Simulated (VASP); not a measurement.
# MoPb (L10 type) (P4/mmm) in VASP: single point with r2SCAN

Aim: the single point of MoPb (L10 type) with r2SCAN.

Everything below comes from runs of VASP 6.6.1. Logs are shortened: lines on timing, memory, paths and dates and some standing lists are left out, and cuts for length are marked.

## 1. The cell of the first run

The typed cell holds 2 atoms: a = 3.385 Å, b = 3.385 Å, c = 3.392 Å, α = 90.00°, β = 90.00°, γ = 90.00°.

## 2. Single point, r2SCAN

The input, POSCAR:

```
MoPb
1.0
    3.3845084548      0.0000000000      0.0000000000
    0.0000000000      3.3845084548      0.0000000000
    0.0000000000      0.0000000000      3.3922990082
Mo Pb
1 1
Direct
    0.0000000000      0.0000000000      0.0000000000
    0.5000000000      0.5000000000      0.5000000000
```

The input, INCAR.step1:

```
PREC = Accurate
ENCUT = 520
ISMEAR = -1
SIGMA = 0.05
LREAL = False
LASPH = True
NELM = 60
NBANDS = 21
GGA = PE
ALGO = Normal
EDIFF = 1E-4
LWAVE = True
LCHARG = False
```

The input, INCAR.step2:

```
PREC = Accurate
ENCUT = 520
EDIFF = 1E-6
ISMEAR = -1
SIGMA = 0.05
LREAL = False
LASPH = True
NELM = 60
ALGO = Normal
ISIF = 2
LWAVE = False
LCHARG = True
METAGGA = R2SCAN
LMIXTAU = True
LELF = True
LVHAR = True
NBANDS = 21
ISTART = 1
```

The input, KPOINTS:

```
regular mesh
0
Gamma
  11 11 8
```

Potentials or basis: VASP PAW PBE potentials, release 64 (Mo_sv, Pb_d).

The run is started by

```sh
$ cat potpaw_PBE.64/Mo_sv/POTCAR potpaw_PBE.64/Pb_d/POTCAR > POTCAR
$ cp INCAR.step1 INCAR
$ mpirun -np 1 vasp_std > vasp.out
$ cp INCAR.step2 INCAR
$ mpirun -np 1 vasp_std > vasp.out
```

OUTCAR:

```text
PREC = Accurate
   ENCUT = 520
   EDIFF = 1E-6
   ISMEAR = -1
   LREAL = False
   LASPH = True
   NELM = 60
   ISIF = 2
   METAGGA = R2SCAN
   ISTART = 1

 ion  position               nearest neighbor table
   1  0.000  0.000  0.000-   2 2.93   2 2.93   2 2.93   2 2.93   2 2.93   2 2.93   2 2.93   2 2.93

   2  0.500  0.500  0.500-   1 2.93   1 2.93   1 2.93   1 2.93   1 2.93   1 2.93   1 2.93   1 2.93

  LATTYP: Found a simple tetragonal cell.
 ALAT       =     3.3845084548
 C/A-ratio  =     1.0023018271

  Lattice vectors:

 A1 = (   3.3845084548,   0.0000000000,   0.0000000000)
 A2 = (   0.0000000000,   3.3845084548,   0.0000000000)
 A3 = (   0.0000000000,   0.0000000000,   3.3922990082)

Analysis of symmetry for initial positions (statically):
=====================================================================
 Subroutine PRICEL returns:
 Original cell was already a primitive cell.

 Routine SETGRP: Setting up the symmetry group for a
 simple tetragonal supercell.

 Subroutine GETGRP returns: Found 16 space group operations
 (whereof 16 operations were pure point group operations)
 out of a pool of 16 trial point group operations.

The static configuration has the point symmetry D_4h.

Analysis of symmetry for dynamics (positions and initial velocities):
=====================================================================
 Subroutine PRICEL returns:
 Original cell was already a primitive cell.

 Routine SETGRP: Setting up the symmetry group for a
 simple tetragonal supercell.

 Subroutine GETGRP returns: Found 16 space group operations
 (whereof 16 operations were pure point group operations)
 out of a pool of 16 trial point group operations.

The dynamic configuration has the point symmetry D_4h.

 Subroutine INISYM returns: Found 16 space group operations
 (whereof 16 operations are pure point group operations),
 and found     1 'primitive' translations

----------------------------------------------------------------------------------------

                                     Primitive cell

  volume of cell :      38.8584

  direct lattice vectors                    reciprocal lattice vectors
     3.384508455  0.000000000  0.000000000     0.295463880  0.000000000  0.000000000
     0.000000000  3.384508455  0.000000000     0.000000000  0.295463880  0.000000000
     0.000000000  0.000000000  3.392299008     0.000000000  0.000000000  0.294785335

  length of vectors
     3.384508455  3.384508455  3.392299008     0.295463880  0.295463880  0.294785335

  position of ions in fractional coordinates (direct lattice)
     0.000000000  0.000000000  0.000000000
     0.500000000  0.500000000  0.500000000

  ion indices of the primitive-cell ions
   primitive index   ion index
                 1           1
                 2           2

----------------------------------------------------------------------------------------

 KPOINTS: regular mesh

Automatic generation of k-mesh.
 Grid dimensions read from file:
 generate k-points for:   11   11    8

 Generating k-lattice:

  Cartesian coordinates                     Fractional coordinates (reciprocal lattice)
     0.026860353  0.000000000  0.000000000     0.090909091  0.000000000  0.000000000
     0.000000000  0.026860353  0.000000000     0.000000000  0.090909091  0.000000000
     0.000000000  0.000000000  0.036848167     0.000000000  0.000000000  0.125000000

  Length of vectors
     0.026860353  0.026860353  0.036848167

  Shift w.r.t. Gamma in fractional coordinates (k-lattice)
     0.000000000  0.000000000  0.000000000

 Subroutine IBZKPT returns following result:
 ===========================================

 Found    105 irreducible k-points:

 Following reciprocal coordinates:
            Coordinates               Weight
  0.000000  0.000000  0.000000      1.000000
  0.090909  0.000000  0.000000      4.000000
  0.181818  0.000000  0.000000      4.000000
  0.272727  0.000000  0.000000      4.000000
  0.363636  0.000000  0.000000      4.000000
  0.454545  0.000000  0.000000      4.000000
[... 16 lines left out ...]
  0.090909  0.000000  0.125000      8.000000
  0.181818  0.000000  0.125000      8.000000
 [... further k-points ...]
   k-points           NKPTS =    105   k-points in BZ     NKDIM =    105   number of bands    NBANDS=     21
   number of dos      NEDOS =    301   number of ions     NIONS =      2
   total plane-waves  NPLWV =  21952
   dimension x,y,z NGX =    28 NGY =   28 NGZ =   28
   dimension x,y,z NGXF=    56 NGYF=   56 NGZF=   56
   ions per type =               1   1
   NGX,Y,Z   is equivalent  to a cutoff of  13.75, 13.75, 13.72 a.u.
   NGXF,Y,Z  is equivalent  to a cutoff of  27.51, 27.51, 27.44 a.u.
 SYSTEM =  unknown system
   PREC   = accura    normal or accurate (medium, high low for compatibility)
   ISTART =      1    job   : 0-new  1-cont  2-samecut
   ICHARG =      0    charge: 1-file 2-atom 10-const
   ISPIN  =      1    spin polarized calculation?
   LNONCOLLINEAR =      F non collinear calculations
   LSORBIT =      F    spin-orbit coupling
   LASPH  =      T    aspherical Exc in radial PAW
   ENCUT  =  520.0 eV  38.22 Ry    6.18 a.u.   6.29  6.29  6.31*2*pi/ulx,y,z
   NELM   =     60;   NELMIN=  2; NELMDL=  0     # of ELM steps
   EDIFF  = 0.1E-05   stopping-criterion for ELM
   LREAL  =      F    real-space projection
   EDIFFG = 0.1E-04   stopping-criterion for IOM
   NSW    =      0    number of steps for IOM
   IBRION =     -1    ionic relax: 0-MD 1-quasi-New 2-CG
   NFREE  =      0    steps in history (QN), initial steepest desc. (CG)
   ISIF   =      2    stress and relaxation
   ISYM   =      2    0-nonsym 1-usesym 2-fastsym
   POTIM  = 0.5000    time-step for ionic-motion
   TEBEG  =    0.0;   TEEND  =   0.0 temperature during run
   PSTRESS=    0.0 pullay stress
   NELECT =      28.0000    total number of electrons
   NUPDOWN=      -1.0000    fix difference up-down
   EMIN   =  10.00;   EMAX   =-10.00  energy-range for DOS
   EFERMI =   0.00;   METHOD = LEGACY
   ISMEAR =    -1;   SIGMA  =   0.05  broadening in eV -4-tet -1-fermi 0-gaus
   EFERMI_NEDOS =   21; number of points for ismear=-14 and -15
   IALGO  =     38    algorithm
   IMIX   =      4    mixing-type and parameters
     AMIX     =   0.40;   BMIX     =  1.00
     AMIX_MAG =   1.60;   BMIX_MAG =  1.00
  volume/ion in A,a.u.               =      19.43       131.11
  Fermi-wavevector in a.u.,A,eV,Ry     =   1.467683  2.773520 29.308238  2.154095
  Thomas-Fermi vector in A             =   2.583272
   LORBIT       =      0    0 simple, 1 ext, 2 COOP (PROOUT), +10 PAW based schemes
   METAGGA = R2SCAN    functional components
   LHFCALC =     F    Hartree Fock is set to
   AEXX    =    0.0000 exact exchange contribution
   IVDW    =     0    specifies the selected vdW correction
   LEPSILON=     F    determine dielectric tensor
   LRPA    =     F    only Hartree local field effects (RPA)
 non-spin polarized calculation
  energy-cutoff  :      520.00
  volume of cell :       38.86
 maximum number of plane-waves:      1064
 NGX is ok and might be reduce to    28
   NGX = 13   NGY = 13   NGZ = 13

 number of electron      28.0000001 magnetization

 Free energy of the ion-electron system (eV)
  ---------------------------------------------------
  ext. energy  EPLUGINS =         0.00000000
  ---------------------------------------------------
  free energy    TOTEN  =       -80.53245191 eV

  energy without entropy =      -80.50887364  energy(sigma->0) =      -80.52066277

 E-fermi :  11.0690     XC(G=0): -13.4368

 val. band max:       11.0586710166   @ k =   0.2727   0.1818   0.1250
 cond. band min:      11.0723861708   @ k =   0.4545   0.3636   0.1250
 fundamental gap:      0.0137151542
 Fermi energy:        11.0690415976

 k-point     1 :       0.0000    0.0000    0.0000
  band No.  band energies     occupation
      1     -51.7439      2.00000
      2     -25.0861      2.00000
      3     -25.0743      2.00000
      4     -25.0743      2.00000
      5      -6.5906      2.00000
      6      -6.5841      2.00000
[... 13 lines left out ...]
     20      23.0021      0.00000
     21      23.0159      0.00000

 k-point     2 :       0.0909    0.0000    0.0000
  band No.  band energies     occupation
      1     -51.7431      2.00000
      2     -25.0864      2.00000
      3     -25.0853      2.00000
      4     -25.0736      2.00000
      5      -6.5821      2.00000
      6      -6.5587      2.00000
[... 13 lines left out ...]
     20      22.5479      0.00000
     21      23.3378      0.00000

 k-point     3 :       0.1818    0.0000    0.0000
  band No.  band energies     occupation
      1     -51.7411      2.00000
      2     -25.1185      2.00000
      3     -25.0833      2.00000
      4     -25.0715      2.00000
      5      -6.5711      2.00000
      6      -6.4787      2.00000
[... 13 lines left out ...]
     20      21.7219      0.00000
     21      24.5374      0.00000

 k-point     4 :       0.2727    0.0000    0.0000
  band No.  band energies     occupation
      1     -51.7385      2.00000
      2     -25.1603      2.00000
      3     -25.0806      2.00000
      4     -25.0688      2.00000
      5      -6.5569      2.00000
      6      -6.3743      2.00000
[... 13 lines left out ...]
     20      20.9575      0.00000
     21      25.1944      0.00000

 k-point     5 :       0.3636    0.0000    0.0000
  band No.  band energies     occupation
      1     -51.7360      2.00000
      2     -25.1985      2.00000
      3     -25.0781      2.00000
      4     -25.0664      2.00000
      5      -6.5438      2.00000
      6      -6.2831      2.00000
[... 13 lines left out ...]
     20      20.3982      0.00000
     21      23.5245      0.00000
[... 382 lines left out ...]
     20      21.1324      0.00000
     21      21.2164      0.00000

 k-point    22 :       0.0000    0.0000    0.1250
  band No.  band energies     occupation
      1     -51.7425      2.00000
      2     -25.1078      2.00000
      3     -25.0730      2.00000
      4     -25.0730      2.00000
      5      -6.5833      2.00000
      6      -6.5300      2.00000
[... 13 lines left out ...]
     20      22.2481      0.00000
     21      23.6343      0.00000

 k-point    23 :       0.0909    0.0000    0.1250
  band No.  band energies     occupation
      1     -51.7418      2.00000
      2     -25.1069      2.00000
      3     -25.0847      2.00000
      4     -25.0721      2.00000
      5      -6.5635      2.00000
      6      -6.5161      2.00000
[... 13 lines left out ...]
     20      22.4282      0.00000
     21      23.3696      0.00000

 k-point    24 :       0.1818    0.0000    0.1250
  band No.  band energies     occupation
      1     -51.7398      2.00000
      2     -25.1169      2.00000
      3     -25.1039      2.00000
      4     -25.0699      2.00000
      5      -6.5383      2.00000
      6      -6.4511      2.00000
[... 13 lines left out ...]
     20      22.3805      0.00000
     21      23.8379      0.00000

 [... further k-points ...]
[... 5 lines left out ...]
  --------------------------------------------------------------------------------------
  -------------------------------------------------------------------------------------
  Total        0.1296325      0.1296325      0.1359584      0.0000000      0.0000000      0.0000000
  in kB        5.3448959      5.3448959      5.6057201      0.0000000      0.0000000      0.0000000
  external PRESSURE =       5.4318373 kB  Pullay stress =       0.0000000 kB

 VOLUME and BASIS-vectors are now :
 -----------------------------------------------------------------------------
  energy-cutoff  :      520.00
  volume of cell :       38.86
      direct lattice vectors                 reciprocal lattice vectors
     3.384508455  0.000000000  0.000000000     0.295463880  0.000000000  0.000000000
     0.000000000  3.384508455  0.000000000     0.000000000  0.295463880  0.000000000
     0.000000000  0.000000000  3.392299008     0.000000000  0.000000000  0.294785335

 POSITION                                       TOTAL-FORCE (eV/Angst)
 -----------------------------------------------------------------------------------
      0.00000      0.00000      0.00000         0.000000      0.000000      0.000000
      1.69225      1.69225      1.69615         0.000000      0.000000      0.000000
 -----------------------------------------------------------------------------------
    total drift:                                0.000000      0.000000      0.000000

  FREE ENERGIE OF THE ION-ELECTRON SYSTEM (eV)
  ---------------------------------------------------
  free  energy   TOTEN  =       -80.5324519055 eV

  energy  without entropy=      -80.5088736395  energy(sigma->0) =      -80.52066277
```

It took 3.1 min on 1 thread of Intel Xeon Platinum 8259CL at 2.50GHz (Skylake/Cascade Lake), shared host; peak memory 0.22 GiB.

What came out:

* Free energy: -80.5325 eV
* Pressure: 0.5 GPa
* Band gap on the k mesh: zero (bands 14 and 15 overlap by 2.13 eV)

Caveat: the PAW data sets were made with another functional, which shifts forces and pressure a little; spin-orbit coupling is left out, which moves the levels of the heavy elements.
